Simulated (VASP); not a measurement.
Wanted: the native input for a VASP 6.6.1 run.

* Task: single point
* Functional: PBE
* Potentials or basis: VASP PAW PBE potentials, release 64 (Cd, Hg, S)
* Cutoff: 520 eV
* k mesh: 6 × 6 × 6
* Occupations: gaussian, width 0.2 eV
* Spin: no spin polarisation
* Dipole correction: no
* Further INCAR settings: ALGO = Normal; EDIFF = 1e-06; NBANDS = 56

The structure of Cd2Hg3S5 lies in POSCAR:

```
Cd2Hg3S5
1.0
    0.0000000000     -4.2200643959      0.0000000000
    4.2200643959      0.0000000000      0.0000000000
   -2.1100321979      2.1100321979     14.8995920468
Cd Hg S
2 3 5
Direct
    0.7992490279      0.7992490279      0.5984980558
    0.2007509721      0.2007509721      0.4015019442
    0.6010608497      0.6010608497      0.2021216994
    0.0000000000      0.0000000000      0.0000000000
    0.3989391503      0.3989391503      0.7978783006
    0.2500000000      0.7500000000      0.5000000000
    0.6516353000      0.1516353000      0.3032706001
    0.0505241924      0.5505241924      0.1010483847
    0.4494758076      0.9494758076      0.8989516153
    0.8483647000      0.3483647000      0.6967293999
```

One way to write it, as run:

INCAR

```
PREC     = Accurate       # precision mode
ENCUT    = 520            # plane-wave cutoff, eV
EDIFF    = 1E-6           # SCF threshold, eV
ISMEAR   = 0              # smearing method
SIGMA    = 0.2            # smearing width, eV
LREAL    = False          # projectors in reciprocal space
LASPH    = True           # aspherical terms in the spheres
NELM     = 80             # most SCF steps
ALGO     = Normal         # electronic algorithm
ISIF     = 2              # what is computed and relaxed
LWAVE    = False          # write WAVECAR
LCHARG   = False          # write CHGCAR
GGA      = PE             # functional
NBANDS   = 56             # bands
```

KPOINTS

```
regular mesh
0
Gamma
  6 6 6
```

Potentials or basis: VASP PAW PBE potentials, release 64 (Cd, Hg, S).

The run is started by

```sh
$ cat potpaw_PBE.64/Cd/POTCAR potpaw_PBE.64/Hg/POTCAR potpaw_PBE.64/S/POTCAR > POTCAR
$ mpirun -np 1 vasp_std > vasp.out
```

Results of the run:

```yaml
Pressure: 0.3 GPa
Band_gap_on_the_k_mesh: 0.03 eV
```

Caveat: the smearing spreads over this small gap; spin-orbit coupling is left out, which moves the levels of the heavy elements.

It took 26 min on 1 thread of Intel Xeon 8259CL, on a shared host, peak memory 0.58 GiB.
